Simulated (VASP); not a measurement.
# AlN (P6_3mc) in VASP: single point with PBE

Aim: the single point of AlN with PBE.

Everything below comes from runs of VASP 6.6.1. Logs are shortened: lines on timing, memory, paths and dates and some standing lists are left out, and cuts for length are marked.

## (1) The cell of the first run

Symmetry: P6_3mc, No. 186, hexagonal system. The conventional cell has a = 3.111 Å, b = 3.111 Å, c = 4.978 Å, α = 90.00°, β = 90.00°, γ = 120.00°. Within 2.5 Å of Al (site symmetry 3m) lie 4 N at 1.89 to 1.92 Å. Within 2.5 Å of N (site symmetry 3m) lie 4 Al at 1.89 to 1.92 Å.

## (2) Single point, PBE

INCAR reads:

```
SYSTEM = AlN
PREC = Accurate
ENCUT = 520
EDIFF = 1E-6
ISMEAR = -1
SIGMA = 0.03
LREAL = .FALSE.
LASPH = .TRUE.
NELM = 60
ALGO = Normal
ISIF = 2
LWAVE = .FALSE.
LCHARG = .FALSE.
GGA = PE
NBANDS = 16
```

KPOINTS reads:

```
Automatic mesh
0
G
  10 10 6
  0 0 0
```

POSCAR reads:

```
AlN
1.0
    3.1110021516      0.0000000000      0.0000000000
   -1.5555010758      2.6942068945      0.0000000000
    0.0000000000      0.0000000000      4.9780000000
Al N
2 2
Direct
    0.3333333333      0.6666666667      0.0000000000
    0.6666666667      0.3333333333      0.5000000000
    0.3333333333      0.6666666667      0.3850000000
    0.6666666667      0.3333333333      0.8850000000
```

Potentials or basis: VASP PAW PBE potentials, release 64 (Al, N).

Command:

```bash
$ cat potpaw_PBE.64/Al/POTCAR potpaw_PBE.64/N/POTCAR > POTCAR
$ mpirun -np 1 vasp_std > vasp.out
```

OUTCAR:

```text
SYSTEM = AlN
   PREC = Accurate
   ENCUT = 520
   EDIFF = 1E-6
   ISMEAR = -1
   LREAL = .FALSE.
   LASPH = .TRUE.
   NELM = 60
   ISIF = 2
   GGA = PE

 ion  position               nearest neighbor table
   1  0.333  0.667  0.000-   4 1.89   4 1.89   4 1.89   3 1.92   2 3.07   2 3.07   2 3.07   2 3.07
                             2 3.07   2 3.07
   2  0.667  0.333  0.500-   3 1.89   3 1.89   3 1.89   4 1.92   1 3.07   1 3.07   1 3.07   1 3.07
                             1 3.07   1 3.07
   3  0.333  0.667  0.385-   2 1.89   2 1.89   2 1.89   1 1.92
   4  0.667  0.333  0.885-   1 1.89   1 1.89   1 1.89   2 1.92

  LATTYP: Found a hexagonal cell.
 ALAT       =     3.1110021516
 C/A-ratio  =     1.6001274694

  Lattice vectors:

 A1 = (   3.1110021516,   0.0000000000,   0.0000000000)
 A2 = (  -1.5555010758,   2.6942068945,   0.0000000000)
 A3 = (   0.0000000000,   0.0000000000,   4.9780000000)

Analysis of symmetry for initial positions (statically):
=====================================================================
 Subroutine PRICEL returns:
 Original cell was already a primitive cell.

 Routine SETGRP: Setting up the symmetry group for a
 hexagonal supercell.

 Subroutine GETGRP returns: Found 12 space group operations
 (whereof  6 operations were pure point group operations)
 out of a pool of 24 trial point group operations.

The static configuration has the point symmetry C_3v.
 The point group associated with its full space group is C_6v.

Analysis of symmetry for dynamics (positions and initial velocities):
=====================================================================
 Subroutine PRICEL returns:
 Original cell was already a primitive cell.

 Routine SETGRP: Setting up the symmetry group for a
 hexagonal supercell.

 Subroutine GETGRP returns: Found 12 space group operations
 (whereof  6 operations were pure point group operations)
 out of a pool of 24 trial point group operations.

The dynamic configuration has the point symmetry C_3v.
 The point group associated with its full space group is C_6v.

 Subroutine INISYM returns: Found 12 space group operations
 (whereof  6 operations are pure point group operations),
 and found     1 'primitive' translations

----------------------------------------------------------------------------------------

                                     Primitive cell

  volume of cell :      41.7240

  direct lattice vectors                    reciprocal lattice vectors
     3.111002152  0.000000000  0.000000000     0.321439829  0.185583372  0.000000000
    -1.555501076  2.694206895  0.000000000     0.000000000  0.371166744  0.000000000
     0.000000000  0.000000000  4.978000000     0.000000000  0.000000000  0.200883889

  length of vectors
     3.111002152  3.111002152  4.978000000     0.371166744  0.371166744  0.200883889

  position of ions in fractional coordinates (direct lattice)
     0.333333333  0.666666667  0.000000000
     0.666666667  0.333333333  0.500000000
     0.333333333  0.666666667  0.385000000
     0.666666667  0.333333333  0.885000000

  ion indices of the primitive-cell ions
   primitive index   ion index
                 1           1
                 2           2
                 3           3
                 4           4

----------------------------------------------------------------------------------------

 KPOINTS: Automatic mesh

Automatic generation of k-mesh.
 Grid dimensions read from file:
 generate k-points for:   10   10    6

 Generating k-lattice:

  Cartesian coordinates                     Fractional coordinates (reciprocal lattice)
     0.032143983  0.018558337  0.000000000     0.100000000  0.000000000  0.000000000
     0.000000000  0.037116674  0.000000000     0.000000000  0.100000000  0.000000000
     0.000000000  0.000000000  0.033480648     0.000000000  0.000000000  0.166666667

  Length of vectors
     0.037116674  0.037116674  0.033480648

  Shift w.r.t. Gamma in fractional coordinates (k-lattice)
     0.000000000  0.000000000  0.000000000

 Subroutine IBZKPT returns following result:
 ===========================================

 Found     56 irreducible k-points:

 Following reciprocal coordinates:
            Coordinates               Weight
  0.000000  0.000000  0.000000      1.000000
  0.100000  0.000000  0.000000      6.000000
  0.200000  0.000000  0.000000      6.000000
  0.300000  0.000000  0.000000      6.000000
  0.400000  0.000000  0.000000      6.000000
  0.500000  0.000000  0.000000      3.000000
[... 16 lines left out ...]
  0.300000  0.100000  0.166667     24.000000
  0.400000  0.100000  0.166667     24.000000
 [... further k-points ...]
   k-points           NKPTS =     56   k-points in BZ     NKDIM =     56   number of bands    NBANDS=     16
   number of dos      NEDOS =    301   number of ions     NIONS =      4
   total plane-waves  NPLWV =  23040
   dimension x,y,z NGX =    24 NGY =   24 NGZ =   40
   dimension x,y,z NGXF=    48 NGYF=   48 NGZF=   80
   ions per type =               2   2
   NGX,Y,Z   is equivalent  to a cutoff of  12.83, 12.83, 13.36 a.u.
   NGXF,Y,Z  is equivalent  to a cutoff of  25.65, 25.65, 26.72 a.u.
 SYSTEM =  AlN
   PREC   = accura    normal or accurate (medium, high low for compatibility)
   ISTART =      0    job   : 0-new  1-cont  2-samecut
   ICHARG =      2    charge: 1-file 2-atom 10-const
   ISPIN  =      1    spin polarized calculation?
   LNONCOLLINEAR =      F non collinear calculations
   LSORBIT =      F    spin-orbit coupling
   LASPH  =      T    aspherical Exc in radial PAW
   ENCUT  =  520.0 eV  38.22 Ry    6.18 a.u.   5.78  5.78  9.26*2*pi/ulx,y,z
   NELM   =     60;   NELMIN=  2; NELMDL= -5     # of ELM steps
   EDIFF  = 0.1E-05   stopping-criterion for ELM
   LREAL  =      F    real-space projection
   EDIFFG = 0.1E-04   stopping-criterion for IOM
   NSW    =      0    number of steps for IOM
   IBRION =     -1    ionic relax: 0-MD 1-quasi-New 2-CG
   NFREE  =      0    steps in history (QN), initial steepest desc. (CG)
   ISIF   =      2    stress and relaxation
   ISYM   =      2    0-nonsym 1-usesym 2-fastsym
   POTIM  = 0.5000    time-step for ionic-motion
   TEBEG  =    0.0;   TEEND  =   0.0 temperature during run
   PSTRESS=    0.0 pullay stress
   NELECT =      16.0000    total number of electrons
   NUPDOWN=      -1.0000    fix difference up-down
   EMIN   =  10.00;   EMAX   =-10.00  energy-range for DOS
   EFERMI =   0.00;   METHOD = LEGACY
   ISMEAR =    -1;   SIGMA  =   0.03  broadening in eV -4-tet -1-fermi 0-gaus
   EFERMI_NEDOS =   21; number of points for ismear=-14 and -15
   IALGO  =     38    algorithm
   IMIX   =      4    mixing-type and parameters
     AMIX     =   0.40;   BMIX     =  1.00
     AMIX_MAG =   1.60;   BMIX_MAG =  1.00
  volume/ion in A,a.u.               =      10.43        70.39
  Fermi-wavevector in a.u.,A,eV,Ry     =   1.189377  2.247596 19.247033  1.414617
  Thomas-Fermi vector in A             =   2.325485
   LORBIT       =      0    0 simple, 1 ext, 2 COOP (PROOUT), +10 PAW based schemes
   GGA     = PE    functional components
   LHFCALC =     F    Hartree Fock is set to
   AEXX    =    0.0000 exact exchange contribution
   IVDW    =     0    specifies the selected vdW correction
   LEPSILON=     F    determine dielectric tensor
   LRPA    =     F    only Hartree local field effects (RPA)
 non-spin polarized calculation
  energy-cutoff  :      520.00
  volume of cell :       41.72
 maximum number of plane-waves:      1140
 NGX is ok and might be reduce to    24
   NGX = 11   NGY = 11   NGZ = 19

 number of electron      15.9999998 magnetization

 Free energy of the ion-electron system (eV)
  ---------------------------------------------------
  ext. energy  EPLUGINS =         0.00000000
  ---------------------------------------------------
  free energy    TOTEN  =       -29.76799549 eV

  energy without entropy =      -29.76799549  energy(sigma->0) =      -29.76799549

 E-fermi :   6.8480     XC(G=0): -10.9150

 val. band max:        6.2196157793   @ k =   0.0000   0.0000   0.0000
 cond. band min:      10.3845141733   @ k =   0.0000   0.0000   0.0000
 fundamental gap:      4.1648983940
 Fermi energy:         6.8479692951

 k-point     1 :       0.0000    0.0000    0.0000
  band No.  band energies     occupation
      1      -9.0311      2.00000
      2      -6.8808      2.00000
      3       0.1863      2.00000
      4       5.2726      2.00000
      5       5.2726      2.00000
      6       5.9253      2.00000
[... 8 lines left out ...]
     15      19.2835      0.00000
     16      19.2835      0.00000

 k-point     2 :       0.1000    0.0000    0.0000
  band No.  band energies     occupation
      1      -8.9038      2.00000
      2      -6.8089      2.00000
      3       0.3378      2.00000
      4       4.6961      2.00000
      5       5.1104      2.00000
      6       5.3630      2.00000
[... 8 lines left out ...]
     15      19.2396      0.00000
     16      19.3614      0.00000

 k-point     3 :       0.2000    0.0000    0.0000
  band No.  band energies     occupation
      1      -8.5382      2.00000
      2      -6.6218      2.00000
      3       0.7809      2.00000
      4       3.3947      2.00000
      5       4.2598      2.00000
      6       4.7574      2.00000
[... 8 lines left out ...]
     15      18.4486      0.00000
     16      18.8911      0.00000

 k-point     4 :       0.3000    0.0000    0.0000
  band No.  band energies     occupation
      1      -7.9914      2.00000
      2      -6.4105      2.00000
      3       1.4727      2.00000
      4       2.0422      2.00000
      5       3.1476      2.00000
      6       4.3974      2.00000
[... 8 lines left out ...]
     15      18.2247      0.00000
     16      20.1227      0.00000
[... 324 lines left out ...]
 k-point    22 :       0.2000    0.1000    0.1667
  band No.  band energies     occupation
      1      -8.1060      2.00000
      2      -6.6251      2.00000
      3       1.3155      2.00000
      4       2.8512      2.00000
      5       3.3077      2.00000
      6       4.4914      2.00000
[... 8 lines left out ...]
     15      18.5750      0.00000
     16      19.8862      0.00000

 k-point    23 :       0.3000    0.1000    0.1667
  band No.  band energies     occupation
      1      -7.5380      2.00000
      2      -6.4197      2.00000
      3       1.2544      2.00000
      4       2.1020      2.00000
      5       2.8605      2.00000
      6       4.0197      2.00000
[... 8 lines left out ...]
     15      18.5249      0.00000
     16      20.5922      0.00000

 k-point    24 :       0.4000    0.1000    0.1667
  band No.  band energies     occupation
      1      -7.0441      2.00000
      2      -6.3800      2.00000
      3       0.7440      2.00000
      4       1.7550      2.00000
      5       3.1111      2.00000
      6       3.8588      2.00000
[... 8 lines left out ...]
     15      18.7555      0.00000
     16      21.0865      0.00000

 [... further k-points ...]

------------------------ aborting loop because EDIFF is reached ----------------------------------------

  FORCE on cell =-STRESS in cart. coord.  units (eV):
  Direction    XX          YY          ZZ          XY          YZ          ZX
  --------------------------------------------------------------------------------------
  -------------------------------------------------------------------------------------
  Total        1.1449405      1.1449405      0.6755750      0.0000000      0.0000000      0.0000000
  in kB       43.9650298     43.9650298     25.9416744      0.0000000      0.0000000      0.0000000
  external PRESSURE =      37.9572447 kB  Pullay stress =       0.0000000 kB

 VOLUME and BASIS-vectors are now :
 -----------------------------------------------------------------------------
  energy-cutoff  :      520.00
  volume of cell :       41.72
      direct lattice vectors                 reciprocal lattice vectors
     3.111002152  0.000000000  0.000000000     0.321439829  0.185583372  0.000000000
    -1.555501076  2.694206895  0.000000000     0.000000000  0.371166744  0.000000000
     0.000000000  0.000000000  4.978000000     0.000000000  0.000000000  0.200883889

 POSITION                                       TOTAL-FORCE (eV/Angst)
 -----------------------------------------------------------------------------------
     -0.00000      1.79614      0.00000        -0.000000      0.000000      0.181428
      1.55550      0.89807      2.48900         0.000000      0.000000      0.181428
     -0.00000      1.79614      1.91653         0.000000      0.000000     -0.181428
      1.55550      0.89807      4.40553         0.000000     -0.000000     -0.181428
 -----------------------------------------------------------------------------------
    total drift:                               -0.000000      0.000000      0.000504

  FREE ENERGIE OF THE ION-ELECTRON SYSTEM (eV)
  ---------------------------------------------------
  free  energy   TOTEN  =       -29.7679954950 eV

  energy  without entropy=      -29.7679954950  energy(sigma->0) =      -29.76799549
```

Run time: 38 s. Hardware: 1 thread of Intel Xeon 8259CL, shared host; peak memory 0.17 GiB.

Results:

- Free energy: -29.7680 eV
- Pressure: 3.8 GPa
- Largest force: 0.181 eV/Å
- Band gap on the k mesh: 4.16 eV

Forces on the atoms (eV/Å):
```
Al   0.000  0.000  0.181
Al   0.000  0.000  0.181
N    0.000  0.000 -0.181
N    0.000  0.000 -0.181
```

Caveat: the cell stands under pressure.
